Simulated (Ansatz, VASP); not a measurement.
One calculation of SiGe3Ru2, two programs

```xyz
12
Lattice="6.0596 0.0000 0.0000 -3.0298 5.2478 0.0000 0.0000 0.0000 6.9811" Properties=species:S:1:pos:R:3 pbc="T T T"
Si    0.0000    0.0000    1.7453
Si    0.0000    0.0000    5.2358
Ge    1.3356    2.7274    1.7453
Ge    0.0000    5.0407    1.7453
Ge   -1.3356    2.7274    1.7453
Ge    1.6942    2.5204    5.2358
Ge    3.0298    0.2071    5.2358
Ge    4.3654    2.5204    5.2358
Ru    0.0000    3.4985    3.7704
Ru    0.0000    3.4985    6.7012
Ru    3.0298    1.7493    3.2107
Ru    3.0298    1.7493    0.2799
```

Alike in both runs: functional PBE; k mesh 6 × 6 × 6; occupations gaussian, width 0.1 eV; no spin polarisation.

Ansatz relaxed the structure, and its values are those at the end. VASP's run is a single point on that final structure, the one shown.

|  | VASP | Ansatz |
| --- | --- | --- |
| version | VASP 6.6.1 | Ansatz 0.2.0 |
| potentials or method | VASP PAW PBE potentials, release 64 (Si, Ge_d, Ru_pv), cutoff 520 eV | scalar-relativistic, plane waves, PAW |
| valence electrons in the cell | 148 | 156 |

```csv
,VASP,Ansatz,Ansatz less VASP
gap on the k mesh at the Fermi level (eV),none,none,-
pressure (GPa),0.1,0.0,-0.13
```

A gap of «none» marks a metal or a gap that the smearing closes. VASP's potentials hold 148 valence electrons a cell and Ansatz's 156, so a difference there can come from the potentials and not from the codes.
